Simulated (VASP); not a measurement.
# HgH (P6/mmm) in VASP: notebook

Runs on HgH. Level: PBE. Tasks: single point, relaxation of cell and atoms.

Program: VASP 6.6.1. These are calculated values, not measurements. Logs are shortened: lines on timing, memory, paths and dates and some standing lists are left out, and cuts for length are marked.

## Step 1: The cell of the first run

The structure is hexagonal, space group P6/mmm (No. 191). Conventional cell: a = 5.979 Å, b = 5.979 Å, c = 3.011 Å, α = 90.00°, β = 90.00°, γ = 120.00°. Within 3.1 Å of Hg (site symmetry -6m2) lie 6 H at 2.29 Å and 2 Hg at 3.01 Å. Hg (site symmetry 6/mmm) has 6 H at 2.99 Å and 14 Hg at 3.01 to 3.77 Å within 3.9 Å. Within 3.1 Å of H (site symmetry mmm) lie 6 Hg at 2.29 to 2.99 Å and 6 H at 2.99 to 3.01 Å.

## Step 2: Single point, PBE

The input, INCAR:

```
SYSTEM = HgH
ALGO = Normal
EDIFF = 1E-6
ENCUT = 520
GGA = PE
ISIF = 2
ISMEAR = 0
LASPH = .TRUE.
LCHARG = .TRUE.
LELF = .TRUE.
LREAL = .FALSE.
LVHAR = .TRUE.
LWAVE = .FALSE.
NBANDS = 28
NELM = 80
PREC = Accurate
SIGMA = 0.1
```

The input, KPOINTS:

```
k-points
0
G
  6 6 10
  0 0 0
```

The input, POSCAR:

```
HgH
1.0
    5.9793624263      0.0000000000      0.0000000000
   -2.9896812131      5.1782797596      0.0000000000
    0.0000000000      0.0000000000      3.0113389051
Hg H
3 3
Direct
    0.3333333333      0.6666666667      0.5000000000
    0.0000000000      0.0000000000      0.0000000000
    0.6666666667      0.3333333333      0.5000000000
    1.0000000000      0.5000000000      0.0000000000
    0.5000000000      1.0000000000      0.0000000000
    0.5000000000      0.5000000000      0.0000000000
```

Potentials or basis: VASP PAW PBE potentials, release 64 (Hg, H).

On the command line:

```sh
$ cat potpaw_PBE.64/Hg/POTCAR potpaw_PBE.64/H/POTCAR > POTCAR
$ mpirun -np 1 vasp_std > vasp.out
```

OUTCAR:

```text
SYSTEM = HgH
   EDIFF = 1E-6
   ENCUT = 520
   GGA = PE
   ISIF = 2
   ISMEAR = 0
   LASPH = .TRUE.
   LREAL = .FALSE.
   NELM = 80
   PREC = Accurate

 ion  position               nearest neighbor table
   1  0.333  0.667  0.500-   5 2.29   5 2.29   4 2.29   4 2.29   6 2.29   6 2.29   3 3.45   3 3.45
                             3 3.45   2 3.77   2 3.77   2 3.77   2 3.77   2 3.77   2 3.77
   2  0.000  0.000  0.000-   1 3.77   3 3.77   1 3.77   3 3.77   1 3.77   1 3.77   3 3.77   3 3.77
                             3 3.77   3 3.77   1 3.77   1 3.77
   3  0.667  0.333  0.500-   5 2.29   5 2.29   4 2.29   4 2.29   6 2.29   6 2.29   1 3.45   1 3.45
                             1 3.45   2 3.77   2 3.77   2 3.77   2 3.77   2 3.77   2 3.77
   4  0.000  0.500  0.000-   1 2.29   3 2.29   1 2.29   3 2.29
   5  0.500  0.000  0.000-   1 2.29   3 2.29   1 2.29   3 2.29
   6  0.500  0.500  0.000-   1 2.29   3 2.29   1 2.29   3 2.29

  LATTYP: Found a hexagonal cell.
 ALAT       =     5.9793624263
 C/A-ratio  =     0.5036220738

  Lattice vectors:

 A1 = (   5.9793624263,   0.0000000000,   0.0000000000)
 A2 = (  -2.9896812131,   5.1782797596,   0.0000000000)
 A3 = (   0.0000000000,   0.0000000000,   3.0113389051)

Analysis of symmetry for initial positions (statically):
=====================================================================
 Subroutine PRICEL returns:
 Original cell was already a primitive cell.

 Routine SETGRP: Setting up the symmetry group for a
 hexagonal supercell.

 Subroutine GETGRP returns: Found 24 space group operations
 (whereof 24 operations were pure point group operations)
 out of a pool of 24 trial point group operations.

The static configuration has the point symmetry D_6h.

Analysis of symmetry for dynamics (positions and initial velocities):
=====================================================================
 Subroutine PRICEL returns:
 Original cell was already a primitive cell.

 Routine SETGRP: Setting up the symmetry group for a
 hexagonal supercell.

 Subroutine GETGRP returns: Found 24 space group operations
 (whereof 24 operations were pure point group operations)
 out of a pool of 24 trial point group operations.

The dynamic configuration has the point symmetry D_6h.

 Subroutine INISYM returns: Found 24 space group operations
 (whereof 24 operations are pure point group operations),
 and found     1 'primitive' translations

----------------------------------------------------------------------------------------
[... 105 lines left out ...]
   IBRION =     -1    ionic relax: 0-MD 1-quasi-New 2-CG
   NFREE  =      0    steps in history (QN), initial steepest desc. (CG)
   ISIF   =      2    stress and relaxation
   ISYM   =      2    0-nonsym 1-usesym 2-fastsym
   POTIM  = 0.5000    time-step for ionic-motion
   TEBEG  =    0.0;   TEEND  =   0.0 temperature during run
   PSTRESS=    0.0 pullay stress
   NELECT =      39.0000    total number of electrons
   NUPDOWN=      -1.0000    fix difference up-down
   EMIN   =  10.00;   EMAX   =-10.00  energy-range for DOS
   EFERMI =   0.00;   METHOD = LEGACY
   ISMEAR =     0;   SIGMA  =   0.10  broadening in eV -4-tet -1-fermi 0-gaus
   EFERMI_NEDOS =   21; number of points for ismear=-14 and -15
   IALGO  =     38    algorithm
   IMIX   =      4    mixing-type and parameters
     AMIX     =   0.40;   BMIX     =  1.00
     AMIX_MAG =   1.60;   BMIX_MAG =  1.00
  volume/ion in A,a.u.               =      15.54       104.87
  Fermi-wavevector in a.u.,A,eV,Ry     =   1.224324  2.313637 20.394715  1.498969
  Thomas-Fermi vector in A             =   2.359403
   LORBIT       =      0    0 simple, 1 ext, 2 COOP (PROOUT), +10 PAW based schemes
   GGA     = PE    functional components
   LHFCALC =     F    Hartree Fock is set to
   AEXX    =    0.0000 exact exchange contribution
   IVDW    =     0    specifies the selected vdW correction
   LEPSILON=     F    determine dielectric tensor
   LRPA    =     F    only Hartree local field effects (RPA)
 non-spin polarized calculation
 Gauss-broadening in eV      SIGMA  =   0.10
  energy-cutoff  :      520.00
  volume of cell :       93.24
 maximum number of plane-waves:      2530
 NGX is ok and might be reduce to    48
   NGX = 23   NGY = 23   NGZ = 11

 number of electron      38.9999997 magnetization

 Free energy of the ion-electron system (eV)
  ---------------------------------------------------
  ext. energy  EPLUGINS =         0.00000000
  ---------------------------------------------------
  free energy    TOTEN  =        -6.80666501 eV

  energy without entropy =       -6.80029238  energy(sigma->0) =       -6.80347869

 E-fermi :   1.5728     XC(G=0): -10.0441

 val. band max:        1.5603507885   @ k =   0.3333   0.3333   0.4000
 cond. band min:       1.5880202995   @ k =   0.5000   0.0000   0.5000
 fundamental gap:      0.0276695110
 Fermi energy:         1.5728471577

 k-point     1 :       0.0000    0.0000    0.0000
  band No.  band energies     occupation
      1      -7.7848      2.00000
      2      -6.2833      2.00000
      3      -6.0666      2.00000
      4      -5.7187      2.00000
      5      -5.7187      2.00000
      6      -5.5898      2.00000
[... 733 lines left out ...]
     27       8.8855      0.00000
     28       9.7365      0.00000

 [... further k-points ...]

------------------------ aborting loop because EDIFF is reached ----------------------------------------

  FORCE on cell =-STRESS in cart. coord.  units (eV):
  Direction    XX          YY          ZZ          XY          YZ          ZX
  --------------------------------------------------------------------------------------
  -------------------------------------------------------------------------------------
  Total        0.0412565      0.0412565      0.2247715      0.0000000      0.0000000      0.0000000
  in kB        0.7089299      0.7089299      3.8623508      0.0000000      0.0000000      0.0000000
  external PRESSURE =       1.7600702 kB  Pullay stress =       0.0000000 kB

 VOLUME and BASIS-vectors are now :
 -----------------------------------------------------------------------------
  energy-cutoff  :      520.00
  volume of cell :       93.24
      direct lattice vectors                 reciprocal lattice vectors
     5.979362426  0.000000000  0.000000000     0.167241911  0.096557162  0.000000000
    -2.989681213  5.178279760  0.000000000     0.000000000  0.193114325  0.000000000
     0.000000000  0.000000000  3.011338905     0.000000000  0.000000000  0.332078199

 POSITION                                       TOTAL-FORCE (eV/Angst)
 -----------------------------------------------------------------------------------
     -0.00000      3.45219      1.50567        -0.000000      0.000000      0.000000
      0.00000      0.00000      0.00000         0.000000      0.000000      0.000000
      2.98968      1.72609      1.50567         0.000000      0.000000      0.000000
     -1.49484      2.58914      0.00000         0.000000      0.000000      0.000000
      2.98968      0.00000      0.00000         0.000000      0.000000      0.000000
      1.49484      2.58914      0.00000         0.000000      0.000000      0.000000
 -----------------------------------------------------------------------------------
    total drift:                               -0.000000      0.000000     -0.000000

  FREE ENERGIE OF THE ION-ELECTRON SYSTEM (eV)
  ---------------------------------------------------
  free  energy   TOTEN  =        -6.8066650102 eV

  energy  without entropy=       -6.8002923771  energy(sigma->0) =       -6.80347869
```

Run time: 1.8 min. Hardware: 1 thread of Intel Xeon 6975P-C (Granite Rapids), shared host; peak memory 0.27 GiB.

What came out:

```
Free energy            : -6.8067 eV
Pressure               : 0.2 GPa
Band gap on the k mesh : zero (an odd number of electrons rules out a gap without spin polarisation)
```

Levels at points of the mesh, in eV from the Fermi level:
```csv
k point,band 17,band 18,band 19,band 20,band 21,band 22,band 23,band 24
"(0.00, 0.00, 0.00)",-3.08,-3.08,-2.97,-2.94,0.84,0.84,6.01,9.11
"(0.50, 0.00, 0.00)",-5.64,-4.02,-3.39,0.62,2.50,3.02,4.46,5.16
"(0.00, 0.00, 0.50)",-2.53,0.16,0.16,0.82,1.24,1.73,2.52,3.44
"(0.50, 0.00, 0.50)",-2.36,-1.49,-1.18,0.02,0.05,1.54,2.91,5.05
```

Caveat: spin-orbit coupling is left out, which moves the levels of the heavy elements; an odd number of electrons without spin polarisation forces a metal; a magnetic or distorted state may lie lower.

## Step 3: Relaxation of cell and atoms, PBE

This run uses another cell than the first one, of 15.32 Å³/atom.

The input, INCAR:

```
SYSTEM = HgH
  PREC = Accurate
  ENCUT = 600
  EDIFF = 1E-6
  ISMEAR = 0
  SIGMA = 0.1
  LREAL = .False.
  LASPH = .True.
  NELM = 100
  ALGO = Normal
  ISIF = 3
  LWAVE = .False.
  LCHARG = .False.
  GGA = PE
  IBRION = 2
  NSW = 90
  EDIFFG = -0.025
```

The input, KPOINTS:

```
Automatic mesh
0
Gamma
  6 6 10
  0 0 0
```

POSCAR, as its differences from that of step 2:

```diff
@@ -2,5 +2,5 @@
 1.0
-    5.9793624263      0.0000000000      0.0000000000
-   -2.9896812131      5.1782797596      0.0000000000
-    0.0000000000      0.0000000000      3.0113389051
+    5.8533345357      0.0000000000      0.0000000000
+   -2.9266672678      5.0691364048      0.0000000000
+    0.0000000000      0.0000000000      3.0985977758
 Hg H
```

Potentials or basis: VASP PAW PBE potentials, release 64 (Hg, H).

On the command line:

```sh
$ cat potpaw_PBE.64/Hg/POTCAR potpaw_PBE.64/H/POTCAR > POTCAR
$ mpirun -np 1 vasp_std > vasp.out
```

Run time: 4.5 min. Hardware: 1 thread of Intel Xeon 6975P-C (Granite Rapids), shared host; peak memory 0.29 GiB.

Results (log left out):

| Quantity | Value |
| --- | --- |
| Free energy | -6.8072 eV |
| Relaxed volume | 15.60 Å³/atom |
| Relaxed cell | a = 5.981 Å, b = 5.981 Å, c = 3.022 Å, α = 90.00°, β = 90.00°, γ = 120.00° |
| Space group after relaxing (to 0.1 Å) | P6/mmm (No. 191) |
| Energy gained by relaxing | 4.8 meV/atom |
| Ionic steps | 3 |
| Pressure after relaxing | 0.0 GPa |
| Band gap on the k mesh | zero (an odd number of electrons rules out a gap without spin polarisation) |

The path:
```tsv
step	energy change (eV)	largest force (eV/Å)	pressure (GPa)	volume (Å³)
1	0.0000	0.0000	0.34	91.94
2	-0.0114	0.0000	0.21	92.37
3	-0.0285	0.0000	0.02	93.63
```

Final structure:
```
Hg H
1.0
     5.98100    0.00000    0.00000
    -2.99050    5.17970    0.00000
     0.00000    0.00000    3.02220
Hg H
3 3
Direct
  0.33333 0.66667 0.50000
  0.00000 0.00000 0.00000
  0.66667 0.33333 0.50000
  0.00000 0.50000 0.00000
  0.50000 0.00000 0.00000
  0.50000 0.50000 0.00000
```

Levels at points of the mesh, in eV from the Fermi level:
| k point | band 17 | band 18 | band 19 | band 20 | band 21 | band 22 | band 23 |
| --- | --- | --- | --- | --- | --- | --- | --- |
| (0.00, 0.00, 0.00) | -3.05 | -3.05 | -2.94 | -2.90 | 0.88 | 0.88 | 5.98 |
| (0.50, 0.00, 0.00) | -5.62 | -3.98 | -3.35 | 0.65 | 2.53 | 3.04 | 4.50 |
| (0.00, 0.00, 0.50) | -2.54 | 0.16 | 0.16 | 0.80 | 1.22 | 1.76 | 2.55 |
| (0.50, 0.00, 0.50) | -2.35 | -1.51 | -1.18 | 0.02 | 0.04 | 1.55 | 2.91 |

Caveat: spin-orbit coupling is left out, which moves the levels of the heavy elements; an odd number of electrons without spin polarisation forces a metal; a magnetic or distorted state may lie lower. PBE usually gives volumes a little too large and moduli too small.

The gap in the log of VASP goes by the Fermi energy; the results here count the filled bands.